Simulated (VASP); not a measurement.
# CdS (m.eB) (F-43m) in VASP: further runs

The runs below take CdS (m.eB) through single point, with PBE.

Everything below comes from runs of VASP 6.6.1. Logs are shortened: lines on timing, memory, paths and dates and some standing lists are left out, and cuts for length are marked.

## 1. The cell of the first run

It takes space group F-43m (No. 216, cubic). The conventional cell has a = 5.927 Å, b = 5.927 Å, c = 5.927 Å, α = 90.00°, β = 90.00°, γ = 90.00°. Within 3.4 Å of Cd (site symmetry -43m) lie 4 S at 2.57 Å. Within 3.4 Å of S (site symmetry -43m) lie 4 Cd at 2.57 Å.

## 2. Single point, PBE

Contents of INCAR:

```
SYSTEM = CdS
ALGO = Normal ; EDIFF = 1E-6
ENCUT = 500 ; GGA = PE
GGA_COMPAT = .FALSE. ; ISIF = 2
ISMEAR = 0 ; LASPH = .TRUE.
LCHARG = .FALSE. ; LREAL = .FALSE.
LWAVE = .FALSE. ; NBANDS = 26
NELM = 120 ; PREC = Accurate
SIGMA = 0.1
```

Contents of KPOINTS:

```
k-points
0
G
  4 4 4
  0 0 0
```

Contents of POSCAR:

```
CdS
1.0
    4.1909899000      0.0000000000      0.0000000000
    0.0000000000      5.9269547575      0.0000000000
    0.0000000000      0.0000000000      4.1909898987
Cd S
2 2
Direct
    0.0000000000      0.0000000000      0.0000000000
    0.5000000000      0.5000000000      0.5000117000
    0.5000000000      0.2500000000      0.0000000000
    0.0000000000      0.7500000000      0.5000117000
```

Potentials or basis: VASP PAW PBE potentials, release 64 (Cd, S).

On the command line:

```
> cat potpaw_PBE.64/Cd/POTCAR potpaw_PBE.64/S/POTCAR > POTCAR
> mpirun -np 1 vasp_std > vasp.out
```

OUTCAR:

```text
SYSTEM = CdS
   EDIFF = 1E-6
   ENCUT = 500
   GGA = PE
   ISIF = 2
   ISMEAR = 0
   LASPH = .TRUE.
   LREAL = .FALSE.
   NELM = 120
   PREC = Accurate

 ion  position               nearest neighbor table
   1  0.000  0.000  0.000-   4 2.57   3 2.57   3 2.57   4 2.57
   2  0.500  0.500  0.500-   3 2.57   4 2.57   4 2.57   3 2.57
   3  0.500  0.250  0.000-   2 2.57   1 2.57   1 2.57   2 2.57
   4  0.000  0.750  0.500-   1 2.57   2 2.57   2 2.57   1 2.57

  LATTYP: Found a simple tetragonal cell.
 ALAT       =     4.1909899000
 C/A-ratio  =     1.4142135626

  Lattice vectors:

 A1 = (  -4.1909899000,   0.0000000000,   0.0000000000)
 A2 = (   0.0000000000,   0.0000000000,   4.1909898987)
 A3 = (   0.0000000000,   5.9269547575,   0.0000000000)

Analysis of symmetry for initial positions (statically):
=====================================================================
 Subroutine PRICEL returns:
 Original cell was already a primitive cell.

 Routine SETGRP: Setting up the symmetry group for a
 simple tetragonal supercell.

 Subroutine GETGRP returns: Found  4 space group operations
 (whereof  2 operations were pure point group operations)
 out of a pool of 16 trial point group operations.

The static configuration has the point symmetry C_1h.
 The point group associated with its full space group is C_2v.

Analysis of symmetry for dynamics (positions and initial velocities):
=====================================================================
 Subroutine PRICEL returns:
 Original cell was already a primitive cell.

 Routine SETGRP: Setting up the symmetry group for a
 simple tetragonal supercell.

 Subroutine GETGRP returns: Found  4 space group operations
 (whereof  2 operations were pure point group operations)
 out of a pool of 16 trial point group operations.

The dynamic configuration has the point symmetry C_1h.
 The point group associated with its full space group is C_2v.

 Subroutine INISYM returns: Found  4 space group operations
 (whereof  2 operations are pure point group operations),
 and found     1 'primitive' translations

----------------------------------------------------------------------------------------

                                     Primitive cell

  volume of cell :     104.1034

  direct lattice vectors                    reciprocal lattice vectors
     4.190989900  0.000000000  0.000000000     0.238607113  0.000000000  0.000000000
     0.000000000  5.926954757  0.000000000     0.000000000  0.168720707  0.000000000
     0.000000000  0.000000000  4.190989899     0.000000000  0.000000000  0.238607113

  length of vectors
     4.190989900  5.926954757  4.190989899     0.238607113  0.168720707  0.238607113

  position of ions in fractional coordinates (direct lattice)
     0.000000000  0.000000000  0.000000000
     0.500000000  0.500000000  0.500011700
     0.500000000  0.250000000  0.000000000
     0.000000000  0.750000000  0.500011700

  ion indices of the primitive-cell ions
   primitive index   ion index
                 1           1
                 2           2
                 3           3
                 4           4

----------------------------------------------------------------------------------------

 KPOINTS: k-points

Automatic generation of k-mesh.
 Grid dimensions read from file:
 generate k-points for:    4    4    4

 Generating k-lattice:

  Cartesian coordinates                     Fractional coordinates (reciprocal lattice)
     0.059651778  0.000000000  0.000000000     0.250000000  0.000000000  0.000000000
     0.000000000  0.042180177  0.000000000     0.000000000  0.250000000  0.000000000
     0.000000000  0.000000000  0.059651778     0.000000000  0.000000000  0.250000000

  Length of vectors
     0.059651778  0.042180177  0.059651778

  Shift w.r.t. Gamma in fractional coordinates (k-lattice)
     0.000000000  0.000000000  0.000000000

 Subroutine IBZKPT returns following result:
 ===========================================

 Found     27 irreducible k-points:

 Following reciprocal coordinates:
            Coordinates               Weight
  0.000000  0.000000  0.000000      1.000000
  0.250000  0.000000  0.000000      2.000000
  0.000000  0.000000 -0.250000      2.000000
  0.500000  0.000000  0.000000      1.000000
  0.000000  0.000000  0.500000      1.000000
  0.000000  0.250000  0.000000      2.000000
[... 16 lines left out ...]
  0.500000  0.500000  0.250000      2.000000
  0.250000  0.500000  0.500000      2.000000
 [... further k-points ...]
   k-points           NKPTS =     27   k-points in BZ     NKDIM =     27   number of bands    NBANDS=     26
   number of dos      NEDOS =    301   number of ions     NIONS =      4
   total plane-waves  NPLWV =  49152
   dimension x,y,z NGX =    32 NGY =   48 NGZ =   32
   dimension x,y,z NGXF=    64 NGYF=   96 NGZF=   64
   ions per type =               2   2
   NGX,Y,Z   is equivalent  to a cutoff of  12.69, 13.46, 12.69 a.u.
   NGXF,Y,Z  is equivalent  to a cutoff of  25.39, 26.93, 25.39 a.u.
 SYSTEM =  CdS
   PREC   = accura    normal or accurate (medium, high low for compatibility)
   ISTART =      0    job   : 0-new  1-cont  2-samecut
   ICHARG =      2    charge: 1-file 2-atom 10-const
   ISPIN  =      1    spin polarized calculation?
   LNONCOLLINEAR =      F non collinear calculations
   LSORBIT =      F    spin-orbit coupling
   LASPH  =      T    aspherical Exc in radial PAW
   ENCUT  =  500.0 eV  36.75 Ry    6.06 a.u.   7.64 10.81  7.64*2*pi/ulx,y,z
   NELM   =    120;   NELMIN=  2; NELMDL= -5     # of ELM steps
   EDIFF  = 0.1E-05   stopping-criterion for ELM
   LREAL  =      F    real-space projection
   EDIFFG = 0.1E-04   stopping-criterion for IOM
   NSW    =      0    number of steps for IOM
   IBRION =     -1    ionic relax: 0-MD 1-quasi-New 2-CG
   NFREE  =      0    steps in history (QN), initial steepest desc. (CG)
   ISIF   =      2    stress and relaxation
   ISYM   =      2    0-nonsym 1-usesym 2-fastsym
   POTIM  = 0.5000    time-step for ionic-motion
   TEBEG  =    0.0;   TEEND  =   0.0 temperature during run
   PSTRESS=    0.0 pullay stress
   NELECT =      36.0000    total number of electrons
   NUPDOWN=      -1.0000    fix difference up-down
   EMIN   =  10.00;   EMAX   =-10.00  energy-range for DOS
   EFERMI =   0.00;   METHOD = LEGACY
   ISMEAR =     0;   SIGMA  =   0.10  broadening in eV -4-tet -1-fermi 0-gaus
   EFERMI_NEDOS =   21; number of points for ismear=-14 and -15
   IALGO  =     38    algorithm
   IMIX   =      4    mixing-type and parameters
     AMIX     =   0.40;   BMIX     =  1.00
     AMIX_MAG =   1.60;   BMIX_MAG =  1.00
  volume/ion in A,a.u.               =      26.03       175.63
  Fermi-wavevector in a.u.,A,eV,Ry     =   1.149090  2.171465 17.965240  1.320408
  Thomas-Fermi vector in A             =   2.285762
   LORBIT       =      0    0 simple, 1 ext, 2 COOP (PROOUT), +10 PAW based schemes
   GGA     = PE    functional components
   LHFCALC =     F    Hartree Fock is set to
   AEXX    =    0.0000 exact exchange contribution
   IVDW    =     0    specifies the selected vdW correction
   LEPSILON=     F    determine dielectric tensor
   LRPA    =     F    only Hartree local field effects (RPA)
 non-spin polarized calculation
 Gauss-broadening in eV      SIGMA  =   0.10
  energy-cutoff  :      500.00
  volume of cell :      104.10
 maximum number of plane-waves:      2700
 NGX is ok and might be reduce to    32
   NGX = 15   NGY = 21   NGZ = 15

 number of electron      36.0000021 magnetization

 Free energy of the ion-electron system (eV)
  ---------------------------------------------------
  ext. energy  EPLUGINS =         0.00000000
  ---------------------------------------------------
  free energy    TOTEN  =       -12.27326270 eV

  energy without entropy =      -12.27326270  energy(sigma->0) =      -12.27326270

 E-fermi :   1.3681     XC(G=0):  -8.9240

 val. band max:        0.9246180338   @ k =   0.0000   0.0000   0.0000
 cond. band min:       1.9628440481   @ k =   0.0000   0.0000   0.0000
 fundamental gap:      1.0382260143
 Fermi energy:         1.3681218823

 k-point     1 :       0.0000    0.0000    0.0000
  band No.  band energies     occupation
      1     -11.1627      2.00000
      2     -10.6626      2.00000
      3      -6.6514      2.00000
      4      -6.6514      2.00000
      5      -6.6513      2.00000
      6      -6.4537      2.00000
[... 18 lines left out ...]
     25       9.9577      0.00000
     26      11.4131      0.00000

 k-point     2 :       0.2500    0.0000    0.0000
  band No.  band energies     occupation
      1     -11.0247      2.00000
      2     -10.6737      2.00000
      3      -6.6089      2.00000
      4      -6.5891      2.00000
      5      -6.5158      2.00000
      6      -6.4739      2.00000
[... 18 lines left out ...]
     25       9.3201      0.00000
     26       9.8726      0.00000

 k-point     3 :       0.0000    0.0000   -0.2500
  band No.  band energies     occupation
      1     -11.0247      2.00000
      2     -10.6737      2.00000
      3      -6.6089      2.00000
      4      -6.5891      2.00000
      5      -6.5158      2.00000
      6      -6.4739      2.00000
[... 18 lines left out ...]
     25       9.3201      0.00000
     26       9.8726      0.00000

 k-point     4 :       0.5000    0.0000    0.0000
  band No.  band energies     occupation
      1     -10.7840      2.00000
      2     -10.7840      2.00000
      3      -6.5170      2.00000
      4      -6.5170      2.00000
      5      -6.5066      2.00000
      6      -6.5066      2.00000
[... 18 lines left out ...]
     25       8.5690      0.00000
     26       8.5690      0.00000
[... 496 lines left out ...]
      1     -10.7840      2.00000
      2     -10.7840      2.00000
      3      -6.5169      2.00000
      4      -6.5169      2.00000
      5      -6.5066      2.00000
      6      -6.5066      2.00000
[... 18 lines left out ...]
     25       8.5688      0.00000
     26       8.5688      0.00000

 k-point    23 :       0.5000    0.5000    0.2500
  band No.  band energies     occupation
      1     -10.7225      2.00000
      2     -10.7225      2.00000
      3      -6.5064      2.00000
      4      -6.5064      2.00000
      5      -6.4740      2.00000
      6      -6.4740      2.00000
[... 18 lines left out ...]
     25       9.1989      0.00000
     26       9.1989      0.00000

 k-point    24 :       0.2500    0.5000    0.5000
  band No.  band energies     occupation
      1     -10.7225      2.00000
      2     -10.7225      2.00000
      3      -6.5064      2.00000
      4      -6.5064      2.00000
      5      -6.4740      2.00000
      6      -6.4740      2.00000
[... 18 lines left out ...]
     25       9.1989      0.00000
     26       9.1989      0.00000

 [... further k-points ...]

------------------------ aborting loop because EDIFF is reached ----------------------------------------

  FORCE on cell =-STRESS in cart. coord.  units (eV):
  Direction    XX          YY          ZZ          XY          YZ          ZX
  --------------------------------------------------------------------------------------
  -------------------------------------------------------------------------------------
  Total        0.2346490      0.1498576      0.2346559      0.0000000      0.0000000      0.0000000
  in kB        3.6113070      2.3063460      3.6114133      0.0000000      0.0000000      0.0000000
  external PRESSURE =       3.1763554 kB  Pullay stress =       0.0000000 kB

 VOLUME and BASIS-vectors are now :
 -----------------------------------------------------------------------------
  energy-cutoff  :      500.00
  volume of cell :      104.10
      direct lattice vectors                 reciprocal lattice vectors
     4.190989900  0.000000000  0.000000000     0.238607113  0.000000000  0.000000000
     0.000000000  5.926954757  0.000000000     0.000000000  0.168720707  0.000000000
     0.000000000  0.000000000  4.190989899     0.000000000  0.000000000  0.238607113

 POSITION                                       TOTAL-FORCE (eV/Angst)
 -----------------------------------------------------------------------------------
      0.00000      0.00000      0.00000         0.000000     -0.000001      0.000210
      2.09549      2.96348      2.09554         0.000000     -0.000001     -0.000210
      2.09549      1.48174      0.00000         0.000000      0.000001      0.000282
      0.00000      4.44522      2.09554         0.000000      0.000001     -0.000282
 -----------------------------------------------------------------------------------
    total drift:                                0.000000     -0.000001     -0.000000

  FREE ENERGIE OF THE ION-ELECTRON SYSTEM (eV)
  ---------------------------------------------------
  free  energy   TOTEN  =       -12.2732627039 eV

  energy  without entropy=      -12.2732627038  energy(sigma->0) =      -12.27326270
```

Run time: 20 s. Hardware: 1 thread of Intel Xeon 6975P-C (Granite Rapids), shared host; peak memory 0.24 GiB.

What came out:

* Free energy: -12.2733 eV
* Pressure: 0.3 GPa
* Band gap on the k mesh: 1.04 eV

(Continued in part 2 of 2.)
